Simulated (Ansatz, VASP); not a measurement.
ScNb2O3: VASP beside Ansatz

```xyz
12
Lattice="4.3414 -2.4885 0.0251 4.3414 2.4885 0.0251 -0.0430 0.0000 6.5933" Properties=species:S:1:pos:R:3 pbc="T T T"
Sc    4.3310    0.0017    1.1163
Sc    4.3096   -0.0017    4.4130
Nb    1.4640   -0.0065    2.7488
Nb    1.4426    0.0065    6.0455
Nb    7.1554   -0.0057    6.0781
Nb    7.1769    0.0057    2.7814
O     4.3316    2.0374    1.1173
O     4.3101   -2.0374    4.4139
O     6.1034   -1.0110    1.1302
O     2.5382    1.0109    4.3992
O     2.5597   -1.0109    1.1025
O     6.0819    1.0110    4.4269
```

Change from the starting cell: the structure that the rattled cell fell into.

Alike in both runs: functional PBE; k mesh 4 × 4 × 4; occupations gaussian, width 0.1 eV; no spin polarisation.

Ansatz relaxed the structure, and its values are those at the end. VASP's run is a single point on that final structure, the one shown.

```csv
,VASP,Ansatz
version,VASP 6.6.1,Ansatz 0.2.0
potentials or method,"VASP PAW PBE potentials, release 64 (Sc_sv, Nb_sv, O), cutoff 520 eV","scalar-relativistic, plane waves, PAW"
valence electrons in the cell,110,110
```

```tsv
	VASP	Ansatz	Ansatz less VASP
gap on the k mesh at the Fermi level (eV)	none	none	-
pressure (GPa)	0.2	0.1	-0.12
rms of the force components (eV/Å)	0.035	0.013	-0.0224
```

A gap of «none» marks a metal or a gap that the smearing closes.

The k mesh is coarse, so the values compare programs but aren't converged.
